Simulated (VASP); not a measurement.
Wanted: the native input for a VASP 6.6.1 run.

```yaml
Task: relaxation of cell and atoms
Functional: PBE
Potentials_or_basis: VASP PAW PBE potentials, release 64 (Te, Sn_d)
Cutoff: 600 eV
k_mesh: 7 × 7 × 7
Occupations: fermi-dirac, width 0.05 eV
Spin: no spin polarisation
Dipole_correction: no
Further_INCAR_settings: ALGO = Normal; EDIFF = 1e-06; IBRION = 2; EDIFFG = -0.01; NSW = 60; ISIF = 3
```

The structure of SnTe lies in POSCAR:

```
SnTe
1.0
    3.9047000000      0.0000000000      0.0000000000
    0.0000000000      3.9047000000      0.0000000000
    0.0000000000      0.0000000000      3.9047000000
Te Sn
1 1
Direct
    0.5000000000      0.5000000000      0.5000000000
    0.0000000000      0.0000000000      0.0000000000
```

These files were run (other wordings do the same):

INCAR

```
SYSTEM = SnTe
PREC     = Accurate       ! precision mode
ENCUT    = 600            ! plane-wave cutoff, eV
EDIFF    = 1E-6           ! SCF threshold, eV
ISMEAR   = -1             ! smearing method
SIGMA    = 0.05           ! smearing width, eV
LREAL    = .False.        ! projectors in reciprocal space
LASPH    = .True.         ! aspherical terms in the spheres
NELM     = 100            ! most SCF steps
ALGO     = Normal         ! electronic algorithm
ISIF     = 3              ! what is computed and relaxed
LWAVE    = .False.        ! write WAVECAR
LCHARG   = .False.        ! write CHGCAR
GGA      = PE             ! functional
IBRION   = 2              ! ionic algorithm
NSW      = 60             ! ionic steps
EDIFFG   = -0.01          ! ionic threshold
```

KPOINTS

```
Automatic mesh
0
Gamma
  7 7 7
  0 0 0
```

Potentials or basis: VASP PAW PBE potentials, release 64 (Te, Sn_d).

Launch:

```bash
$ cat potpaw_PBE.64/Te/POTCAR potpaw_PBE.64/Sn_d/POTCAR > POTCAR
$ mpirun -np 1 vasp_std > vasp.out
```

It gave:

```yaml
Relaxed_volume: 28.84 Å³/atom
Relaxed_cell: a = 3.864 Å, b = 3.864 Å, c = 3.864 Å, α = 90.00°, β = 90.00°, γ = 90.00°
Space_group_after_relaxing_to_0.05_Å: Pm-3m (No. 221)
Energy_gained_by_relaxing: 3.1 meV/atom
Ionic_steps: 3
Pressure_after_relaxing: 0.0 GPa
Band_gap_on_the_k_mesh: zero (band 10 reaches 7.65 eV, above the bottom of band 11 at 6.48 eV)
```

Caveat: spin-orbit coupling is left out, which moves the levels of the heavy elements.

Run time: 84 s on 1 thread of Intel Xeon 8259CL, with other jobs on the host, peak memory 0.2 GiB.
